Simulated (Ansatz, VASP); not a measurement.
# Be: VASP beside Ansatz

INCAR

```
SYSTEM = Be
ALGO = Fast
EDIFF = 1E-6
EDIFFG = -0.015
ENCUT = 600
GGA = PE
IBRION = 2
ISIF = 3
ISMEAR = 0
LASPH = .True.
LCHARG = .False.
LREAL = .False.
LWAVE = .False.
NELM = 80
NSW = 100
PREC = Accurate
SIGMA = 0.1
```

File KPOINTS:

```
k-points
0
Gamma
  6 6 6
  0 0 0
```

POSCAR

```
Be
1.0
   -0.0125564466      3.1753034065      3.2377770312
    3.1943479770      0.0462925138      3.1789280707
    3.1991170841      3.1212235531      0.0415234068
Be
8
Direct
   -0.0013954178     -0.0297406701     -0.0220717082
   -0.0048032237     -0.0144604898      0.5105068305
   -0.0007399435      0.5169598279      1.0278351483
   -0.0026377029      0.4578511010      0.5401478577
    0.5099555519     -0.0079000556      1.0129088956
    0.4677153937      0.0334845761      0.4836227969
    0.5406359193      0.5157260640      0.9295868011
    0.4912694229      0.5280796465      0.5174633780
```

Input for Ansatz:

```yaml
crystal:
  lattice:
    - [-0.0125564466, 3.1753034065, 3.2377770312]
    - [3.194347977, 0.0462925138, 3.1789280707]
    - [3.1991170841, 3.1212235531, 0.0415234068]
  atoms:
    - { symbol: Be, position: [-0.0013954178, -0.0297406701, -0.0220717082] }
    - { symbol: Be, position: [-0.0048032237, -0.0144604898, 0.5105068305] }
    - { symbol: Be, position: [-0.0007399435, 0.5169598279, 1.0278351483] }
    - { symbol: Be, position: [-0.0026377029, 0.457851101, 0.5401478577] }
    - { symbol: Be, position: [0.5099555519, -0.0079000556, 1.0129088956] }
    - { symbol: Be, position: [0.4677153937, 0.0334845761, 0.4836227969] }
    - { symbol: Be, position: [0.5406359193, 0.515726064, 0.9295868011] }
    - { symbol: Be, position: [0.4912694229, 0.5280796465, 0.517463378] }
basis:
  ecutwfc: 420
kpoints:
  mp_grid: { grid: [6, 6, 6] }
hamiltonian:
  xc: pbe
scf:
  occupations: { method: gaussian, width: 0.1 }
output:
  forces: true
  stress: true
  eigenvalues: true
relax:
  adjacent_minimum: "off"
  f_tol: 0.015
  max_steps: 120
  cell: { stress_tol: 0.15 }
```

Change from the starting cell: indium (bct) type (I4/mmm, No. 139); cell x8, atoms moved at random (sigma 0.1 Å) and cell strained at random (1.5 %), then relaxed without symmetry.

Alike in both runs: task relaxation of cell and atoms; functional PBE; k mesh 6 × 6 × 6; occupations gaussian, width 0.1 eV; no spin polarisation.

|  | VASP | Ansatz |
| --- | --- | --- |
| version | VASP 6.6.1 | Ansatz 0.2.0 |
| potentials or method | VASP PAW PBE potentials, release 64 (Be), cutoff 600 eV | scalar-relativistic, plane waves, PAW |
| valence electrons in the cell | 16 | 16 |

Ansatz gave:

* gap on the k mesh at the Fermi level, each at its own relaxed structure (eV): none
* relaxed volume (Å³/atom): 7.88
* relaxed cell length with the largest relative difference (Å): 4.468

Which values does VASP return?

gap on the k mesh at the Fermi level, each at its own relaxed structure (eV): none; relaxed volume (Å³/atom): 7.89; relaxed cell length with the largest relative difference (Å): 4.469.

A gap of «none» marks a metal or a gap that the smearing closes.
